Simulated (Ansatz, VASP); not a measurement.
# One calculation of Ta, two programs

```xyz
2
Lattice="2.9670 0.0000 0.0000 -1.4835 2.5695 0.0000 0.0000 0.0000 4.8065" Properties=species:S:1:pos:R:3 pbc="T T T"
Ta    0.0000    1.7130    1.2016
Ta    1.4835    0.8565    3.6049
```

Alike in both runs: task relaxation of cell and atoms; functional PBE; k mesh 16 × 16 × 9; occupations fermi-dirac, width 0.05 eV; no spin polarisation.

|  | VASP | Ansatz |
| --- | --- | --- |
| version | VASP 6.6.1 | Ansatz 0.2.0 |
| potentials or method | VASP PAW PBE potentials, release 64 (Ta_pv) | PAW with Ansatz's default frozen-core files, scalar-relativistic |
| plane-wave cutoff (eV) | 600 | 420 |
| valence electrons in the cell | 22 | 26 |

Ansatz gave:

```
relaxed volume (Å³/atom)                                     : 18.74
relaxed cell length with the largest relative difference (Å) : 5.138
```

Task: Estimate VASP's values.

Result: Relaxed volume (Å³/atom): 18.75; relaxed cell length with the largest relative difference (Å): 5.139.

VASP's potentials hold 22 valence electrons a cell and Ansatz's 26, so a difference there can come from the potentials and not from the codes.

Spin-orbit coupling is off throughout.
